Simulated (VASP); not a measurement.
A run of VASP 6.6.1 is set up as follows.

The input INCAR:

```
PREC = Accurate ; ENCUT = 520
EDIFF = 1E-6 ; ISMEAR = 0
SIGMA = 0.05 ; LREAL = F
LASPH = T ; NELM = 60
ALGO = Normal ; ISIF = 2
LWAVE = F ; LCHARG = F
GGA = PS ; NBANDS = 11
```

The input KPOINTS:

```
Automatic mesh
0
Gamma
  10 10 10
```

Contents of POSCAR:

```
SiC
1.0
    0.0000000000      2.1784073427      2.1784073427
    2.1784073427      0.0000000000      2.1784073427
    2.1784073427      2.1784073427      0.0000000000
Si C
1 1
Direct
    0.0000000000      0.0000000000      0.0000000000
    0.7500000000      0.7500000000      0.7500000000
```

Potentials or basis: VASP PAW PBE potentials, release 64 (Si, C).

Run with:

```console
$ cat potpaw_PBE.64/Si/POTCAR potpaw_PBE.64/C/POTCAR > POTCAR
$ mpirun -np 1 vasp_std > vasp.out
```

Question: Predict the pressure.

Answer: 0.4 GPa.

Question: What does it give for the band gap on the k mesh?

Answer: 1.23 eV, indirect (least direct gap 4.44 eV).

Caveat: the PAW data sets were made with another functional, which shifts forces and pressure a little.

**Experimental background.**

“Insight into the structural, elastic and electronic properties of a new orthorhombic 6O-SiC polytype”, 2020, pmc:7200658 quotes, for a bulk crystal of SiC: band gap 2.4 eV (indirect).

Measured gap of SiC: 2.4 eV (indirect; quoted in “Insight into the structural, elastic and electronic properties of a new orthorhombic 6O-SiC polytype”, 2020, pmc:7200658). This calculation gives 1.23 eV (-1.17 eV). The value is that of PBEsol on a finite k mesh, which can miss the band edges, without temperature or zero-point motion. Semilocal functionals fall short of measured gaps as a rule.
